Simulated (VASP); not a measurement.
SiC, 16 atoms in the cell. Symmetry: P6_3mc, No. 186, hexagonal system. Conventional cell: a = 3.109 Å, b = 3.109 Å, c = 20.345 Å, α = 90.00°, β = 90.00°, γ = 120.00°. Within 2.5 Å of Si (site symmetry 3m) lie 4 C at 1.91 Å. Si (site symmetry 3m) has 4 C at 1.90 to 1.91 Å within 2.5 Å. Within 2.5 Å of Si (site symmetry 3m) lie 4 C at 1.90 to 1.91 Å. Si (site symmetry 3m) has 4 C at 1.90 to 1.91 Å within 2.5 Å. Within 2.5 Å of C (site symmetry 3m) lie 4 Si at 1.90 to 1.91 Å. Within 2.5 Å of C (site symmetry 3m) lie 4 Si at 1.90 to 1.91 Å. C (site symmetry 3m) has 4 Si at 1.90 to 1.91 Å within 2.5 Å. Within 2.5 Å of C (site symmetry 3m) lie 4 Si at 1.91 Å. 

* Program: VASP 6.6.1
* Task: electric field gradients
* Functional: PBE
* Potentials or basis: VASP PAW PBE potentials, release 64 (Si, C)
* Cutoff: 520 eV
* k mesh: 10 × 10 × 2
* Occupations: fermi-dirac, width 0.02 eV
* Spin: no spin polarisation
* Dipole correction: no
* Further INCAR settings: LREAL = Auto; ALGO = Normal; EDIFF = 1e-08; NBANDS = 46

Potentials or basis: VASP PAW PBE potentials, release 64 (Si, C).

The run is started by

```sh
$ cat potpaw_PBE.64/Si/POTCAR potpaw_PBE.64/C/POTCAR > POTCAR
$ mpirun -np 1 vasp_std > vasp.out
```

Hardware: 1 thread of Intel(R) Xeon(R) Platinum 8488C (Sapphire Rapids), with other jobs on the host.

Q: Estimate the wall time of this run.

A: It took 5.6 min on 1 thread of Intel(R) Xeon(R) Platinum 8488C (Sapphire Rapids), on a shared host, peak memory 0.35 GiB. Counts: scf iterations 18, k points 28.
